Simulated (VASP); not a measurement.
Wanted: the native input for a VASP 6.6.1 run.

- Task: single point
- Functional: SVWN5
- Potentials or basis: VASP PAW PBE potentials, release 64 (Li_sv)
- Cutoff: 520 eV
- k mesh: 10 × 10 × 10
- Occupations: fermi-dirac, width 0.1 eV
- Spin: no spin polarisation
- Dipole correction: no
- Further INCAR settings: ALGO = Normal; EDIFF = 1e-06; NBANDS = 8

The structure of Li lies in POSCAR:

```
Li
1.0
    0.0000000000      2.1570486114      2.1570486114
    2.1570486114      0.0000000000      2.1570486114
    2.1570486114      2.1570486114      0.0000000000
Li
1
Direct
    0.0000000000      0.0000000000      0.0000000000
```

These files were run (other wordings do the same):

INCAR

```
SYSTEM = Li
PREC = Accurate ; ENCUT = 520
EDIFF = 1E-6 ; ISMEAR = -1
SIGMA = 0.1 ; LREAL = .FALSE.
LASPH = .TRUE. ; NELM = 80
ALGO = Normal ; ISIF = 2
LWAVE = .FALSE. ; LCHARG = .FALSE.
GGA = VW ; NBANDS = 8
```

KPOINTS

```
regular mesh
0
G
  10 10 10
  0 0 0
```

Potentials or basis: VASP PAW PBE potentials, release 64 (Li_sv).

Run with:

```bash
$ cat potpaw_PBE.64/Li_sv/POTCAR > POTCAR
$ mpirun -np 1 vasp_std > vasp.out
```

It took 4.4 s on 1 thread of AMD EPYC 7R13 Processor (Zen 3), with other jobs on the host, peak memory 0.09 GiB.
